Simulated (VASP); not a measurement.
# HfC (Fm-3m) in VASP: a series of runs

HfC is run at these levels: LDA+U; tasks: single point.

All numbers are computed with VASP 6.6.1; they aren't measurements. Logs are shortened: lines on timing, memory, paths and dates and some standing lists are left out, and cuts for length are marked.

## 1. The cell of the first run

The structure is cubic, space group Fm-3m (No. 225). Conventional cell: a = 4.629 Å, b = 4.629 Å, c = 4.629 Å, α = 90.00°, β = 90.00°, γ = 90.00°. Hf (site symmetry m-3m) has 6 C at 2.31 Å within 3.1 Å. C (site symmetry m-3m) has 6 Hf at 2.31 Å within 3.1 Å.

## 2. Single point, LDA+U

INCAR reads:

```
SYSTEM = HfC
ALGO = Normal ; EDIFF = 1E-6
ENCUT = 520 ; ISIF = 2
ISMEAR = -1 ; LASPH = .True.
LCHARG = .False. ; LDAU = .True.
LDAUJ = 0 0 ; LDAUL = 2 -1
LDAUPRINT = 1 ; LDAUTYPE = 2
LDAUU = 5 0 ; LMAXMIX = 4
LREAL = .False. ; LWAVE = .False.
NBANDS = 14 ; NELM = 150
PREC = Accurate ; SIGMA = 0.05
```

KPOINTS reads:

```
k-points
0
Gamma
  10 10 10
  0 0 0
```

POSCAR reads:

```
HfC
1.0
    0.0000000000      2.3144770328      2.3144770328
    2.3144770328      0.0000000000      2.3144770328
    2.3144770328      2.3144770328      0.0000000000
Hf C
1 1
Direct
    0.5000000000      0.5000000000      0.5000000000
    0.0000000000      0.0000000000      0.0000000000
```

Potentials or basis: VASP PAW LDA potentials, release 64 (Hf_pv, C).

Run with:

```
$ cat potpaw_LDA.64/Hf_pv/POTCAR potpaw_LDA.64/C/POTCAR > POTCAR
$ mpirun -np 1 vasp_std > vasp.out
```

OUTCAR:

```text
SYSTEM = HfC
   EDIFF = 1E-6
   ENCUT = 520
   ISIF = 2
   ISMEAR = -1
   LASPH = .True.
   LREAL = .False.
   NELM = 150
   PREC = Accurate

 ion  position               nearest neighbor table
   1  0.500  0.500  0.500-   2 2.31   2 2.31   2 2.31   2 2.31   2 2.31   2 2.31
   2  0.000  0.000  0.000-   1 2.31   1 2.31   1 2.31   1 2.31   1 2.31   1 2.31

  LATTYP: Found a face centered cubic cell.
 ALAT       =     4.6289540656

  Lattice vectors:

 A1 = (   0.0000000000,   2.3144770328,   2.3144770328)
 A2 = (   2.3144770328,   0.0000000000,   2.3144770328)
 A3 = (   2.3144770328,   2.3144770328,   0.0000000000)

Analysis of symmetry for initial positions (statically):
=====================================================================
 Subroutine PRICEL returns:
 Original cell was already a primitive cell.

 Routine SETGRP: Setting up the symmetry group for a
 face centered cubic supercell.

 Subroutine GETGRP returns: Found 48 space group operations
 (whereof 48 operations were pure point group operations)
 out of a pool of 48 trial point group operations.

The static configuration has the point symmetry O_h .

Analysis of symmetry for dynamics (positions and initial velocities):
=====================================================================
 Subroutine PRICEL returns:
 Original cell was already a primitive cell.

 Routine SETGRP: Setting up the symmetry group for a
 face centered cubic supercell.

 Subroutine GETGRP returns: Found 48 space group operations
 (whereof 48 operations were pure point group operations)
 out of a pool of 48 trial point group operations.

The dynamic configuration has the point symmetry O_h .

 Subroutine INISYM returns: Found 48 space group operations
 (whereof 48 operations are pure point group operations),
 and found     1 'primitive' translations

----------------------------------------------------------------------------------------

                                     Primitive cell

  volume of cell :      24.7964

  direct lattice vectors                    reciprocal lattice vectors
     0.000000000  2.314477033  2.314477033    -0.216031524  0.216031524  0.216031524
     2.314477033  0.000000000  2.314477033     0.216031524 -0.216031524  0.216031524
     2.314477033  2.314477033  0.000000000     0.216031524  0.216031524 -0.216031524

  length of vectors
     3.273164810  3.273164810  3.273164810     0.374177575  0.374177575  0.374177575

  position of ions in fractional coordinates (direct lattice)
     0.500000000  0.500000000  0.500000000
     0.000000000  0.000000000  0.000000000

  ion indices of the primitive-cell ions
   primitive index   ion index
                 1           1
                 2           2

----------------------------------------------------------------------------------------

 KPOINTS: k-points

Automatic generation of k-mesh.
 Grid dimensions read from file:
 generate k-points for:   10   10   10

 Generating k-lattice:

  Cartesian coordinates                     Fractional coordinates (reciprocal lattice)
    -0.021603152  0.021603152  0.021603152     0.100000000  0.000000000  0.000000000
     0.021603152 -0.021603152  0.021603152     0.000000000  0.100000000  0.000000000
     0.021603152  0.021603152 -0.021603152     0.000000000  0.000000000  0.100000000

  Length of vectors
     0.037417758  0.037417758  0.037417758

  Shift w.r.t. Gamma in fractional coordinates (k-lattice)
     0.000000000  0.000000000  0.000000000

 Subroutine IBZKPT returns following result:
 ===========================================

 Found     47 irreducible k-points:

 Following reciprocal coordinates:
            Coordinates               Weight
  0.000000  0.000000  0.000000      1.000000
  0.100000  0.000000  0.000000      8.000000
  0.200000  0.000000  0.000000      8.000000
  0.300000  0.000000  0.000000      8.000000
[... 36 lines left out ...]
   LASPH  =      T    aspherical Exc in radial PAW
   ENCUT  =  520.0 eV  38.22 Ry    6.18 a.u.   6.09  6.09  6.09*2*pi/ulx,y,z
   NELM   =    150;   NELMIN=  2; NELMDL= -5     # of ELM steps
   EDIFF  = 0.1E-05   stopping-criterion for ELM
   LREAL  =      F    real-space projection
   EDIFFG = 0.1E-04   stopping-criterion for IOM
   NSW    =      0    number of steps for IOM
   IBRION =     -1    ionic relax: 0-MD 1-quasi-New 2-CG
   NFREE  =      0    steps in history (QN), initial steepest desc. (CG)
   ISIF   =      2    stress and relaxation
   ISYM   =      2    0-nonsym 1-usesym 2-fastsym
   POTIM  = 0.5000    time-step for ionic-motion
   TEBEG  =    0.0;   TEEND  =   0.0 temperature during run
   PSTRESS=    0.0 pullay stress
   NELECT =      14.0000    total number of electrons
   NUPDOWN=      -1.0000    fix difference up-down
   EMIN   =  10.00;   EMAX   =-10.00  energy-range for DOS
   EFERMI =   0.00;   METHOD = LEGACY
   ISMEAR =    -1;   SIGMA  =   0.05  broadening in eV -4-tet -1-fermi 0-gaus
   EFERMI_NEDOS =   21; number of points for ismear=-14 and -15
   IALGO  =     38    algorithm
   IMIX   =      4    mixing-type and parameters
     AMIX     =   0.40;   BMIX     =  1.00
     AMIX_MAG =   1.60;   BMIX_MAG =  1.00
  volume/ion in A,a.u.               =      12.40        83.67
  Fermi-wavevector in a.u.,A,eV,Ry     =   1.353073  2.556938 24.909644  1.830807
  Thomas-Fermi vector in A             =   2.480359
   LORBIT       =      0    0 simple, 1 ext, 2 COOP (PROOUT), +10 PAW based schemes
 LDA+U is selected, type is set to LDAUTYPE =  2
   angular momentum for each species LDAUL =     2   -1
   U (eV)           for each species LDAUU =   5.0  0.0
   J (eV)           for each species LDAUJ =   0.0  0.0
   GGA     = CA    functional components
   LHFCALC =     F    Hartree Fock is set to
   AEXX    =    0.0000 exact exchange contribution
   IVDW    =     0    specifies the selected vdW correction
   LEPSILON=     F    determine dielectric tensor
   LRPA    =     F    only Hartree local field effects (RPA)
 non-spin polarized calculation
  energy-cutoff  :      520.00
  volume of cell :       24.80
 maximum number of plane-waves:       692
   NGX = 13   NGY = 13   NGZ = 13

atom =   1  type =  1  l = 2

 onsite density matrix

spin component  1

  0.1051  0.0000  0.0000  0.0000 -0.0000
  0.0000  0.1051 -0.0000  0.0000 -0.0000
  0.0000 -0.0000  0.2317 -0.0000  0.0000
  0.0000  0.0000 -0.0000  0.1051  0.0000
 -0.0000 -0.0000  0.0000  0.0000  0.2317

spin component  2

  0.1051  0.0000  0.0000  0.0000 -0.0000
  0.0000  0.1051 -0.0000  0.0000 -0.0000
  0.0000 -0.0000  0.2317 -0.0000  0.0000
  0.0000  0.0000 -0.0000  0.1051  0.0000
 -0.0000 -0.0000  0.0000  0.0000  0.2317

 occupancies and eigenvectors

  o =  0.1051  v =  0.0000 -0.0177 -0.0000 -0.9998  0.0000  0.0000  0.0000  0.0000  0.0000  0.0000      0.0000  0.0000  0.0000  0.0000  0.0000  0.0000  0.0000  0.0000  0.0000  0.0000
  o =  0.1051  v =  0.0000  0.0000  0.0000  0.0000  0.0000  0.0000 -0.0177 -0.0000 -0.9998  0.0000      0.0000  0.0000  0.0000  0.0000  0.0000  0.0000  0.0000  0.0000  0.0000  0.0000
  o =  0.1051  v =  0.0000  0.9998  0.0000 -0.0177  0.0000  0.0000  0.0000  0.0000  0.0000  0.0000      0.0000  0.0000  0.0000  0.0000  0.0000  0.0000  0.0000  0.0000  0.0000  0.0000
  o =  0.1051  v =  0.0000  0.0000  0.0000  0.0000  0.0000  0.0000  0.9998  0.0000 -0.0177  0.0000      0.0000  0.0000  0.0000  0.0000  0.0000  0.0000  0.0000  0.0000  0.0000  0.0000
  o =  0.1051  v =  0.0000  0.0000  0.0000  0.0000  0.0000  1.0000  0.0000  0.0000  0.0000  0.0000      0.0000  0.0000  0.0000  0.0000  0.0000  0.0000  0.0000  0.0000  0.0000  0.0000
  o =  0.1051  v =  1.0000  0.0000  0.0000  0.0000  0.0000  0.0000  0.0000  0.0000  0.0000  0.0000      0.0000  0.0000  0.0000  0.0000  0.0000  0.0000  0.0000  0.0000  0.0000  0.0000
  o =  0.2317  v =  0.0000  0.0000  0.0000  0.0000  0.0000  0.0000  0.0000 -0.0028  0.0000  1.0000      0.0000  0.0000  0.0000  0.0000  0.0000  0.0000  0.0000  0.0000  0.0000  0.0000
  o =  0.2317  v =  0.0000  0.0000 -0.0028  0.0000  1.0000  0.0000  0.0000  0.0000  0.0000  0.0000      0.0000  0.0000  0.0000  0.0000  0.0000  0.0000  0.0000  0.0000  0.0000  0.0000
  o =  0.2317  v =  0.0000 -0.0000  1.0000 -0.0000  0.0028  0.0000  0.0000  0.0000  0.0000  0.0000      0.0000  0.0000  0.0000  0.0000  0.0000  0.0000  0.0000  0.0000  0.0000  0.0000
  o =  0.2317  v =  0.0000  0.0000  0.0000  0.0000  0.0000  0.0000 -0.0000  1.0000 -0.0000  0.0028      0.0000  0.0000  0.0000  0.0000  0.0000  0.0000  0.0000  0.0000  0.0000  0.0000

 number of electron      14.0000001 magnetization

 Free energy of the ion-electron system (eV)
  ---------------------------------------------------
  ext. energy  EPLUGINS =         0.00000000
  ---------------------------------------------------
  free energy    TOTEN  =       -19.49829610 eV

  energy without entropy =      -19.49613661  energy(sigma->0) =      -19.49721635

 E-fermi :   6.6372     XC(G=0): -12.5569

 val. band max:        6.5791930159   @ k =   0.1000   0.0000   0.0000
 cond. band min:       6.7374801401   @ k =   0.5000   0.4000   0.0000
 fundamental gap:      0.1582871241
 Fermi energy:         6.6371582643

 k-point     1 :       0.0000    0.0000    0.0000
  band No.  band energies     occupation
      1     -23.8272      2.00000
      2     -23.8272      2.00000
      3     -23.8272      2.00000
      4      -6.0098      2.00000
      5       7.4251      0.00000
      6       7.4251      0.00000
      7       7.4251      0.00000
      8       8.5239      0.00000
      9       8.5239      0.00000
     10       8.5239      0.00000
     11      10.2496      0.00000
     12      10.2496      0.00000
     13      13.3189      0.00000
     14      17.0153      0.00000
[... 377 lines left out ...]
      1     -24.3361      2.00000
      2     -24.0322      2.00000
      3     -24.0110      2.00000
      4      -3.6451      2.00000
      5       2.6461      2.00000
      6       4.8888      2.00000
      7       5.7825      2.00000
      8       6.8966      0.01110
      9      12.2979      0.00000
     10      13.7053      0.00000
     11      13.8066      0.00000
     12      14.8809      0.00000
     13      17.9498      0.00000
     14      18.3456      0.00000

 [... further k-points ...]
[... 5 lines left out ...]
  --------------------------------------------------------------------------------------
  -------------------------------------------------------------------------------------
  Total        1.5574731      1.5574731      1.5574731      0.0000000      0.0000000     -0.0000000
  in kB      100.6334865    100.6334865    100.6334865      0.0000000      0.0000000     -0.0000000
  external PRESSURE =     100.6334865 kB  Pullay stress =       0.0000000 kB

 VOLUME and BASIS-vectors are now :
 -----------------------------------------------------------------------------
  energy-cutoff  :      520.00
  volume of cell :       24.80
      direct lattice vectors                 reciprocal lattice vectors
     0.000000000  2.314477033  2.314477033    -0.216031524  0.216031524  0.216031524
     2.314477033  0.000000000  2.314477033     0.216031524 -0.216031524  0.216031524
     2.314477033  2.314477033  0.000000000     0.216031524  0.216031524 -0.216031524

 POSITION                                       TOTAL-FORCE (eV/Angst)
 -----------------------------------------------------------------------------------
      2.31448      2.31448      2.31448         0.000000      0.000000      0.000000
      0.00000      0.00000      0.00000         0.000000      0.000000     -0.000000
 -----------------------------------------------------------------------------------
    total drift:                                0.000000     -0.000000      0.000000

  FREE ENERGIE OF THE ION-ELECTRON SYSTEM (eV)
  ---------------------------------------------------
  free  energy   TOTEN  =       -19.4982960970 eV

  energy  without entropy=      -19.4961366061  energy(sigma->0) =      -19.49721635
```

Wall time 8.7 s (1 thread of Intel Xeon Platinum 8259CL at 2.50GHz (Skylake/Cascade Lake), shared host); peak memory 0.14 GiB.

What came out:

```
Free energy            : -19.4983 eV
Pressure               : 10.1 GPa
Band gap on the k mesh : zero (band 7 reaches 7.43 eV, above the bottom of band 8 at 6.09 eV)
```

Eigenvalues of the final occupation matrices:
```csv
site,spin,trace,eigenvalues
site 1 d,1,0.78,0.11 0.11 0.11 0.23 0.23
site 1 d,2,0.78,0.11 0.11 0.11 0.23 0.23
```

Caveat: spin-orbit coupling is left out, which moves the levels of the heavy elements; U without spin polarisation on a metal has little footing; the U is typed as a test and isn't derived for this compound.

## 3. Single point, LDA+U

This run uses another cell than the first one, of 12.52 Å³/atom, 1.009 times its volume.

INCAR reads:

```
SYSTEM = HfC
  PREC = Accurate
  ENCUT = 520
  EDIFF = 1E-6
  ISMEAR = -1
  SIGMA = 0.05
  LREAL = .FALSE.
  LASPH = .TRUE.
  NELM = 150
  ALGO = Normal
  ISIF = 2
  LWAVE = .FALSE.
  LCHARG = .FALSE.
  LMAXMIX = 4
  LDAU = .TRUE.
  LDAUTYPE = 2
  LDAUL = 2 -1
  LDAUU = 6 0
  LDAUJ = 0 0
  LDAUPRINT = 1
  NBANDS = 14
```

KPOINTS reads:

```
regular mesh
0
G
  10 10 10
  0 0 0
```

POSCAR reads:

```
HfC
1.0
    0.0000000000      2.3217576786      2.3217576786
    2.3217576786      0.0000000000      2.3217576786
    2.3217576786      2.3217576786      0.0000000000
Hf C
1 1
Direct
    0.5000000000      0.5000000000      0.5000000000
    0.0000000000      0.0000000000      0.0000000000
```

Potentials or basis: VASP PAW LDA potentials, release 64 (Hf_pv, C).

Run with:

```
$ cat potpaw_LDA.64/Hf_pv/POTCAR potpaw_LDA.64/C/POTCAR > POTCAR
$ mpirun -np 1 vasp_std > vasp.out
```

It took 8.3 s on 1 thread of Intel Xeon Platinum 8259CL at 2.50GHz (Skylake/Cascade Lake), shared host; peak memory 0.14 GiB.

Results (log left out):

* Free energy: -18.8861 eV
* Pressure: 11.3 GPa
* Band gap on the k mesh: zero (band 7 reaches 7.43 eV, above the bottom of band 8 at 6.17 eV)

Levels at points of the mesh, in eV from the Fermi level:
| k point | band 3 | band 4 | band 5 | band 6 | band 7 | band 8 | band 9 | band 10 | band 11 | band 12 |
| --- | --- | --- | --- | --- | --- | --- | --- | --- | --- | --- |
| (0.00, 0.00, 0.00) | -30.74 | -12.68 | 0.74 | 0.74 | 0.74 | 2.02 | 2.02 | 2.02 | 3.66 | 3.66 |
| (0.50, 0.00, 0.00) | -30.81 | -8.69 | -6.44 | -2.90 | -2.90 | 5.91 | 6.13 | 6.13 | 6.23 | 11.32 |
| (0.50, 0.50, 0.00) | -30.97 | -10.34 | -3.07 | -1.37 | -0.44 | -0.44 | 5.65 | 7.61 | 7.72 | 7.72 |

Eigenvalues of the final occupation matrices:
```tsv
site	spin	trace	eigenvalues
site 1 d	1	0.75	0.10 0.10 0.10 0.23 0.23
site 1 d	2	0.75	0.10 0.10 0.10 0.23 0.23
```

Caveat: spin-orbit coupling is left out, which moves the levels of the heavy elements; U without spin polarisation on a metal has little footing; the U is typed as a test and isn't derived for this compound.
